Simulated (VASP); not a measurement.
Here is a VASP 6.6.1 calculation.

The input INCAR:

```
PREC = Accurate
ENCUT = 600
EDIFF = 1E-6
ISMEAR = 0
SIGMA = 0.02
LREAL = False
LASPH = True
NELM = 60
ALGO = Normal
ISIF = 3
LWAVE = False
LCHARG = False
GGA = PE
IVDW = 12
IBRION = 2
NSW = 100
EDIFFG = -0.005
```

The input KPOINTS:

```
Automatic mesh
0
Gamma
  12 12 12
```

File POSCAR:

```
SiC
1.0
    0.0000000000      2.1740000000      2.1740000000
    2.1740000000      0.0000000000      2.1740000000
    2.1740000000      2.1740000000      0.0000000000
Si C
1 1
Direct
    0.0000000000      0.0000000000      0.0000000000
    0.7500000000      0.7500000000      0.7500000000
```

Potentials or basis: VASP PAW PBE potentials, release 64 (Si, C).

The run is started by

```bash
$ cat potpaw_PBE.64/Si/POTCAR potpaw_PBE.64/C/POTCAR > POTCAR
$ mpirun -np 1 vasp_std > vasp.out
```

Q: Predict the dispersion energy per atom.

A: -0.303 eV.

Q: Estimate the space group after relaxing (to 0.05 Å).

A: F-43m (No. 216).

Q: Predict the relaxed cell.

A: a = 3.074 Å, b = 3.074 Å, c = 3.074 Å, α = 60.00°, β = 60.00°, γ = 60.00°.

Q: Predict the relaxed volume.

A: 10.27 Å³/atom.

Final structure:
```cif
data_structure
_symmetry_space_group_name_H-M 'P 1'
_symmetry_Int_Tables_number 1
_cell_length_a 3.0737
_cell_length_b 3.0737
_cell_length_c 3.0737
_cell_angle_alpha 60.000
_cell_angle_beta 60.000
_cell_angle_gamma 60.000
_cell_volume 20.53
loop_
_atom_site_label
_atom_site_type_symbol
_atom_site_fract_x
_atom_site_fract_y
_atom_site_fract_z
_atom_site_occupancy
Si1 Si 0.00000 0.00000 0.00000 1
C1 C 0.75000 0.75000 0.75000 1
```
